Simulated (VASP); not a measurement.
# KCl (Pm-3m) in VASP: settings compared

KCl is run at these levels: PBEsol, PBE; tasks: single point.

All numbers are computed with VASP 6.6.1; they aren't measurements. Logs are shortened: lines on timing, memory, paths and dates and some standing lists are left out, and cuts for length are marked.

### 1 The cell of the first run

The structure is cubic, space group Pm-3m (No. 221). Conventional cell: a = 3.523 Å, b = 3.523 Å, c = 3.523 Å, α = 90.00°, β = 90.00°, γ = 90.00°. Within 4.0 Å of K (site symmetry m-3m) lie 8 Cl at 3.05 Å and 6 K at 3.52 Å. Within 4.0 Å of Cl (site symmetry m-3m) lie 8 K at 3.05 Å and 6 Cl at 3.52 Å.

### 2 Single point, PBEsol

Contents of INCAR:

```
PREC = Accurate ; ENCUT = 520
EDIFF = 1E-7 ; ISMEAR = 0
SIGMA = 0.1 ; LREAL = False
LASPH = True ; NELM = 60
ALGO = Normal ; ISIF = 2
LWAVE = False ; LCHARG = False
GGA = PS ; NBANDS = 15
```

Contents of KPOINTS:

```
regular mesh
0
Gamma
  1 1 1
```

Contents of POSCAR:

```
KCl
1.0
    3.5234392052      0.0000000000      0.0000000000
    0.0000000000      3.5234392052      0.0000000000
    0.0000000000      0.0000000000      3.5234392052
K Cl
1 1
Direct
    0.0000000000      0.0000000000      0.0000000000
    0.5000000000      0.5000000000      0.5000000000
```

Potentials or basis: VASP PAW PBE potentials, release 64 (K_sv, Cl).

Started as:

```console
$ cat potpaw_PBE.64/K_sv/POTCAR potpaw_PBE.64/Cl/POTCAR > POTCAR
$ mpirun -np 1 vasp_gam > vasp.out
```

OUTCAR:

```text
PREC = Accurate
   ENCUT = 520
   EDIFF = 1E-7
   ISMEAR = 0
   LREAL = False
   LASPH = True
   NELM = 60
   ISIF = 2
   GGA = PS

 ion  position               nearest neighbor table
   1  0.000  0.000  0.000-   2 3.05   2 3.05   2 3.05   2 3.05   2 3.05   2 3.05   2 3.05   2 3.05

   2  0.500  0.500  0.500-   1 3.05   1 3.05   1 3.05   1 3.05   1 3.05   1 3.05   1 3.05   1 3.05

  LATTYP: Found a simple cubic cell.
 ALAT       =     3.5234392052

  Lattice vectors:

 A1 = (   3.5234392052,   0.0000000000,   0.0000000000)
 A2 = (   0.0000000000,   3.5234392052,   0.0000000000)
 A3 = (   0.0000000000,   0.0000000000,   3.5234392052)

Analysis of symmetry for initial positions (statically):
=====================================================================
 Subroutine PRICEL returns:
 Original cell was already a primitive cell.

 Routine SETGRP: Setting up the symmetry group for a
 simple cubic supercell.

 Subroutine GETGRP returns: Found 48 space group operations
[... 9 lines left out ...]

 Routine SETGRP: Setting up the symmetry group for a
 simple cubic supercell.

 Subroutine GETGRP returns: Found 48 space group operations
[... 11 lines left out ...]
                                     Primitive cell

  volume of cell :      43.7422

  direct lattice vectors                    reciprocal lattice vectors
     3.523439205  0.000000000  0.000000000     0.283813610  0.000000000  0.000000000
     0.000000000  3.523439205  0.000000000     0.000000000  0.283813610  0.000000000
     0.000000000  0.000000000  3.523439205     0.000000000  0.000000000  0.283813610

  length of vectors
     3.523439205  3.523439205  3.523439205     0.283813610  0.283813610  0.283813610

  position of ions in fractional coordinates (direct lattice)
     0.000000000  0.000000000  0.000000000
     0.500000000  0.500000000  0.500000000

  ion indices of the primitive-cell ions
   primitive index   ion index
                 1           1
                 2           2

----------------------------------------------------------------------------------------

 KPOINTS: regular mesh

Automatic generation of k-mesh.
 Grid dimensions read from file:
 generate k-points for:    1    1    1

 Generating k-lattice:

  Cartesian coordinates                     Fractional coordinates (reciprocal lattice)
     0.283813610  0.000000000  0.000000000     1.000000000  0.000000000  0.000000000
     0.000000000  0.283813610  0.000000000     0.000000000  1.000000000  0.000000000
     0.000000000  0.000000000  0.283813610     0.000000000  0.000000000  1.000000000

  Length of vectors
     0.283813610  0.283813610  0.283813610

  Shift w.r.t. Gamma in fractional coordinates (k-lattice)
     0.000000000  0.000000000  0.000000000

 Subroutine IBZKPT returns following result:
 ===========================================

 Found      1 irreducible k-points:

 Following reciprocal coordinates:
            Coordinates               Weight
  0.000000  0.000000  0.000000      1.000000
   k-points           NKPTS =      1   k-points in BZ     NKDIM =      1   number of bands    NBANDS=     15
   number of dos      NEDOS =    301   number of ions     NIONS =      2
   total plane-waves  NPLWV =  21952
   dimension x,y,z NGX =    28 NGY =   28 NGZ =   28
   dimension x,y,z NGXF=    56 NGYF=   56 NGZF=   56
   ions per type =               1   1
   NGX,Y,Z   is equivalent  to a cutoff of  13.21, 13.21, 13.21 a.u.
   NGXF,Y,Z  is equivalent  to a cutoff of  26.42, 26.42, 26.42 a.u.
 SYSTEM =  unknown system
   PREC   = accura    normal or accurate (medium, high low for compatibility)
   ISTART =      0    job   : 0-new  1-cont  2-samecut
   ICHARG =      2    charge: 1-file 2-atom 10-const
   ISPIN  =      1    spin polarized calculation?
   LNONCOLLINEAR =      F non collinear calculations
   LSORBIT =      F    spin-orbit coupling
   LASPH  =      T    aspherical Exc in radial PAW
   ENCUT  =  520.0 eV  38.22 Ry    6.18 a.u.   6.55  6.55  6.55*2*pi/ulx,y,z
   NELM   =     60;   NELMIN=  2; NELMDL= -5     # of ELM steps
   EDIFF  = 0.1E-06   stopping-criterion for ELM
   LREAL  =      F    real-space projection
   EDIFFG = 0.1E-05   stopping-criterion for IOM
   NSW    =      0    number of steps for IOM
   IBRION =     -1    ionic relax: 0-MD 1-quasi-New 2-CG
   NFREE  =      0    steps in history (QN), initial steepest desc. (CG)
   ISIF   =      2    stress and relaxation
   ISYM   =      2    0-nonsym 1-usesym 2-fastsym
   POTIM  = 0.5000    time-step for ionic-motion
   TEBEG  =    0.0;   TEEND  =   0.0 temperature during run
   PSTRESS=    0.0 pullay stress
   NELECT =      16.0000    total number of electrons
   NUPDOWN=      -1.0000    fix difference up-down
   EMIN   =  10.00;   EMAX   =-10.00  energy-range for DOS
   EFERMI =   0.00;   METHOD = LEGACY
   ISMEAR =     0;   SIGMA  =   0.10  broadening in eV -4-tet -1-fermi 0-gaus
   EFERMI_NEDOS =   21; number of points for ismear=-14 and -15
   IALGO  =     38    algorithm
   IMIX   =      4    mixing-type and parameters
     AMIX     =   0.40;   BMIX     =  1.00
     AMIX_MAG =   1.60;   BMIX_MAG =  1.00
  volume/ion in A,a.u.               =      21.87       147.59
  Fermi-wavevector in a.u.,A,eV,Ry     =   1.170796  2.212484 18.650379  1.370764
  Thomas-Fermi vector in A             =   2.307250
   LORBIT       =      0    0 simple, 1 ext, 2 COOP (PROOUT), +10 PAW based schemes
   GGA     = PS    functional components
   LHFCALC =     F    Hartree Fock is set to
   AEXX    =    0.0000 exact exchange contribution
   IVDW    =     0    specifies the selected vdW correction
   LEPSILON=     F    determine dielectric tensor
   LRPA    =     F    only Hartree local field effects (RPA)
 non-spin polarized calculation
 Gauss-broadening in eV      SIGMA  =   0.10
  energy-cutoff  :      520.00
  volume of cell :       43.74
 maximum number of plane-waves:       595
 NGX is ok and might be reduce to    28
   NGX = 13   NGY = 13   NGZ = 13

 number of electron      15.9999999 magnetization

 Free energy of the ion-electron system (eV)
  ---------------------------------------------------
  ext. energy  EPLUGINS =         0.00000000
  ---------------------------------------------------
  free energy    TOTEN  =        -0.85434422 eV

  energy without entropy =       -0.85434422  energy(sigma->0) =       -0.85434422

 E-fermi :   2.1010     XC(G=0):  -9.0159

 val. band max:        1.5113555808   @ k =   0.0000   0.0000   0.0000
 cond. band min:       7.0353928563   @ k =   0.0000   0.0000   0.0000
 fundamental gap:      5.5240372754
 Fermi energy:         2.1010442980

 k-point     1 :       0.0000    0.0000    0.0000
  band No.  band energies     occupation
      1     -26.9225      2.00000
      2     -11.2129      2.00000
      3     -10.3327      2.00000
      4     -10.3327      2.00000
      5     -10.3327      2.00000
      6       1.5114      2.00000
      7       1.5114      2.00000
      8       1.5114      2.00000
      9       7.0354      0.00000
     10       7.0354      0.00000
     11       7.1910      0.00000
     12      11.8996      0.00000
     13      11.8996      0.00000
     14      11.8996      0.00000
     15      15.7657      0.00000

------------------------ aborting loop because EDIFF is reached ----------------------------------------

  FORCE on cell =-STRESS in cart. coord.  units (eV):
  Direction    XX          YY          ZZ          XY          YZ          ZX
  --------------------------------------------------------------------------------------
  -------------------------------------------------------------------------------------
  Total       11.6757298     11.6757298     11.6757298     -0.0000000     -0.0000000      0.0000000
  in kB      427.6557066    427.6557066    427.6557066     -0.0000000     -0.0000000      0.0000000
  external PRESSURE =     427.6557066 kB  Pullay stress =       0.0000000 kB

 VOLUME and BASIS-vectors are now :
 -----------------------------------------------------------------------------
  energy-cutoff  :      520.00
  volume of cell :       43.74
      direct lattice vectors                 reciprocal lattice vectors
     3.523439205  0.000000000  0.000000000     0.283813610  0.000000000  0.000000000
     0.000000000  3.523439205  0.000000000     0.000000000  0.283813610  0.000000000
     0.000000000  0.000000000  3.523439205     0.000000000  0.000000000  0.283813610

 POSITION                                       TOTAL-FORCE (eV/Angst)
 -----------------------------------------------------------------------------------
      0.00000      0.00000      0.00000         0.000000      0.000000      0.000000
      1.76172      1.76172      1.76172         0.000000      0.000000      0.000000
 -----------------------------------------------------------------------------------
    total drift:                               -0.000000      0.000000      0.000000

  FREE ENERGIE OF THE ION-ELECTRON SYSTEM (eV)
  ---------------------------------------------------
  free  energy   TOTEN  =        -0.8543442245 eV

  energy  without entropy=       -0.8543442245  energy(sigma->0) =       -0.85434422
```

OSZICAR:

```text
N       E                     dE             d eps       ncg     rms          rms(c)
DAV:   1     0.194206058253E+03    0.19421E+03   -0.82039E+03    30   0.102E+03
DAV:   2     0.810624766221E+01   -0.18610E+03   -0.13401E+03    44   0.274E+02
DAV:   3    -0.150026438077E+01   -0.96065E+01   -0.94519E+01    30   0.667E+01
DAV:   4    -0.164871456940E+01   -0.14845E+00   -0.14836E+00    45   0.936E+00
DAV:   5    -0.164923210889E+01   -0.51754E-03   -0.51754E-03    30   0.595E-01    0.668E+00
DAV:   6    -0.887386684254E+00    0.76185E+00   -0.13561E+00    30   0.529E+00    0.538E+00
DAV:   7    -0.825189534889E+00    0.62197E-01   -0.60342E-01    37   0.367E+00    0.356E+00
DAV:   8    -0.854284082287E+00   -0.29095E-01   -0.35958E-02    30   0.162E+00    0.510E-01
DAV:   9    -0.853960814577E+00    0.32327E-03   -0.20598E-03    44   0.246E-01    0.144E-01
DAV:  10    -0.854336311091E+00   -0.37550E-03   -0.32438E-04    30   0.158E-01    0.210E-02
DAV:  11    -0.854344228828E+00   -0.79177E-05   -0.12061E-05    30   0.320E-02    0.348E-03
DAV:  12    -0.854344224519E+00    0.43094E-08   -0.50550E-07    37   0.553E-03
   1 F= -.85434422E+00 E0= -.85434422E+00  d E =-.133876E-15
```

stdout:

```text
POSCAR found type information on POSCAR K Cl
 POSCAR found :  2 types and       2 ions
 scaLAPACK will be used
 -----------------------------------------------------------------------------
|                                                                             |
|                                                                             |
|     You enforced a specific xc type in the INCAR file but a different       |
|     I HOPE YOU KNOW WHAT YOU ARE DOING!                                     |
|                                                                             |
 -----------------------------------------------------------------------------

 LDA part: xc-table for (Slater+PW92), standard interpolation
 POSCAR, INCAR and KPOINTS ok, starting setup
 FFT: planning ... GRIDC
 FFT: planning ... GRID_SOFT
 FFT: planning ... GRID
 WAVECAR not read
 entering main loop
```

Wall time 2.3 s (1 thread of AMD EPYC 9R45 (Zen 5), shared host); peak memory 0.11 GiB.

What came out:

```yaml
Free_energy: -0.8543 eV
Pressure: 42.8 GPa
Band_gap_on_the_k_mesh: 5.52 eV
```

Caveat: the k points lie up to 1.78 Å⁻¹ apart; the PAW data sets were made with another functional, which shifts forces and pressure a little. A k mesh can miss the band edges.

### 3 Single point, PBE, collinear spin, zero start

This run uses another cell than the first one, of 28.29 Å³/atom, 1.294 times its volume.

Contents of INCAR:

```
SYSTEM = KCl
ALGO     = Normal         ! electronic algorithm
EDIFF    = 1E-7           ! SCF threshold, eV
ENCUT    = 520            ! plane-wave cutoff, eV
GGA      = PE             ! functional
ISIF     = 2              ! what is computed and relaxed
ISMEAR   = 0              ! smearing method
ISPIN    = 2              ! spin polarisation
LASPH    = .True.         ! aspherical terms in the spheres
LCHARG   = .False.        ! write CHGCAR
LORBIT   = 11             ! projections on sites
LREAL    = .False.        ! projectors in reciprocal space
LWAVE    = .False.        ! write WAVECAR
MAGMOM   = 0 0            ! initial moments
NBANDS   = 19             ! bands
NELM     = 150            ! most SCF steps
PREC     = Accurate       ! precision mode
SIGMA    = 0.1            ! smearing width, eV
```

Contents of KPOINTS:

```
k-points
0
Gamma
  1 1 1
  0 0 0
```

Contents of POSCAR:

```
KCl
1.0
    3.8391960000      0.0000000000      0.0000000000
    0.0000000000      3.8391960000      0.0000000000
    0.0000000000      0.0000000000      3.8391960000
K Cl
1 1
Direct
    0.0000000000      0.0000000000      0.0000000000
    0.5000000000      0.5000000000      0.5000000000
```

Potentials or basis: VASP PAW PBE potentials, release 64 (K_sv, Cl).

Started as:

```console
$ cat potpaw_PBE.64/K_sv/POTCAR potpaw_PBE.64/Cl/POTCAR > POTCAR
$ mpirun -np 1 vasp_gam > vasp.out
```

Run time: 4.4 s. Hardware: 1 thread of AMD EPYC 9R45 (Zen 5), shared host; peak memory 0.14 GiB.

Results (log left out):

```
Free energy                                           : -2.9262 eV
Pressure                                              : 17.9 GPa
Band gap on the k mesh                                : 4.32 eV
Net moment                                            : 0.00 μB per cell
Valence electrons inside the program's atomic spheres : K 7.60; Cl 5.34
```

Levels at points of the mesh, in eV from the valence-band top:
Spin up:
| k point | band 5 | band 6 | band 7 | band 8 | band 9 | band 10 | band 11 | band 12 |
| --- | --- | --- | --- | --- | --- | --- | --- | --- |
| (0.00, 0.00, 0.00) | -12.19 | 0.00 | 0.00 | 0.00 | 4.32 | 5.92 | 5.92 | 9.80 |
Spin down:
```tsv
k point	band 6	band 7	band 8	band 9	band 10	band 11
(0.00, 0.00, 0.00)	0.00	0.00	0.00	4.32	5.92	5.92
```

Caveat: the k points lie up to 1.64 Å⁻¹ apart. A k mesh can miss the band edges.

(Continued in part 2 of 2.)
